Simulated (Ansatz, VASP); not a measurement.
KCl: VASP beside Ansatz

```
CELL_PARAMETERS angstrom
3.63400 -0.03634 -0.03634
-0.03634 3.63400 -0.03634
-0.03634 -0.03634 3.63400
ATOMIC_POSITIONS crystal
K 0.00000 0.00000 0.00000
Cl 0.50000 0.50000 0.50000
```

Change from the starting cell: equal xy, yz and zx shear strains of -2 %, crystal datasets.

Alike in both runs: task electric field gradients; functional PBEsol; k mesh 7 × 7 × 7; occupations fermi-dirac, width 0.02 eV; no spin polarisation.

```csv
,VASP,Ansatz
version,VASP 6.6.1,Ansatz 0.2.0
potentials or method,"VASP PAW PBE potentials, release 64 (K_sv, Cl), cutoff 400 eV","all-electron PAW with datasets made for the crystal, scalar-relativistic"
```

|  | VASP | Ansatz | Ansatz less VASP |
| --- | --- | --- | --- |
| gap on the k mesh at the Fermi level (eV) | 5.39 | 5.40 | +0.006 |
| pressure (GPa) | 2.5 | 2.3 | -0.11 |
| traceless stress, the component that is largest in VASP (GPa) | 0.32 | 0.31 | -0.010 |
| size of Vzz on the site where it differs most (V/Å²) | 5.0 | 4.9 | -0.12 |

VASP's potentials were made for PBE, not for PBEsol. Ansatz ran all-electron here, and VASP with PAW potentials.
